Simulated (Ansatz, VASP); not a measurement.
## KBr: VASP beside Ansatz

The input INCAR:

```
SYSTEM = KBr
PREC     = Accurate       ! precision mode
ENCUT    = 600            ! plane-wave cutoff, eV
EDIFF    = 1E-6           ! SCF threshold, eV
ISMEAR   = -1             ! smearing method
SIGMA    = 0.05           ! smearing width, eV
LREAL    = .FALSE.        ! projectors in reciprocal space
LASPH    = .TRUE.         ! aspherical terms in the spheres
NELM     = 60             ! most SCF steps
ALGO     = Normal         ! electronic algorithm
ISIF     = 3              ! what is computed and relaxed
LWAVE    = .FALSE.        ! write WAVECAR
LCHARG   = .FALSE.        ! write CHGCAR
GGA      = B5             ! functional
ALDAX    = 1.0          
AGGAX    = 1.0          
AGGAC    = 1.0          
ALDAC    = 0.0          
IBRION   = 2              ! ionic algorithm
NSW      = 80             ! ionic steps
EDIFFG   = -0.005         ! ionic threshold
```

KPOINTS

```
regular mesh
0
G
  7 7 7
  0 0 0
```

Contents of POSCAR:

```
KBr
1.0
    0.0000000000      3.3000000000      3.3000000000
    3.3000000000      0.0000000000      3.3000000000
    3.3000000000      3.3000000000      0.0000000000
Br K
1 1
Direct
    0.5000000000      0.5000000000      0.5000000000
    0.0000000000      0.0000000000      0.0000000000
```

input.yaml

```yaml
crystal:
  lattice:
    - [0.0, 3.3, 3.3]
    - [3.3, 0.0, 3.3]
    - [3.3, 3.3, 0.0]
  atoms:
    - { symbol: Br, position: [0.5, 0.5, 0.5] }
    - { symbol: K, position: [0.0, 0.0, 0.0] }
kpoints:
  mp_grid: { grid: [7, 7, 7] }
scf:
  occupations: { method: fermi_dirac, width: 0.05 }
hamiltonian:
  xc: blyp
  pseudopotentials: { kind: all_electron, lapw: { basis_error: 0.001 } }
output:
  forces: true
  stress: true
relax:
  f_tol: 0.005
  max_steps: 60
  cell: {}
```

Alike in both runs: task relaxation of cell and atoms; functional BLYP; k mesh 7 × 7 × 7; occupations fermi-dirac, width 0.05 eV; no spin polarisation.

|  | VASP | Ansatz |
| --- | --- | --- |
| version | VASP 6.6.1 | Ansatz 0.2.0 |
| potentials or method | VASP PAW PBE potentials, release 64 (Br, K_sv), cutoff 600 eV | all-electron LAPW, scalar-relativistic |

Ansatz gave:

| Property | Result |
| --- | --- |
| relaxed volume (Å³/atom) | 39.56 |
| relaxed cell length with the largest relative difference (Å) | 4.819 |

Question: What did VASP give for the same quantities?

Answer: Relaxed volume (Å³/atom): 39.74; relaxed cell length with the largest relative difference (Å): 4.826.

VASP's potentials were made for PBE, not for BLYP. Ansatz ran all-electron here, and VASP with PAW potentials.
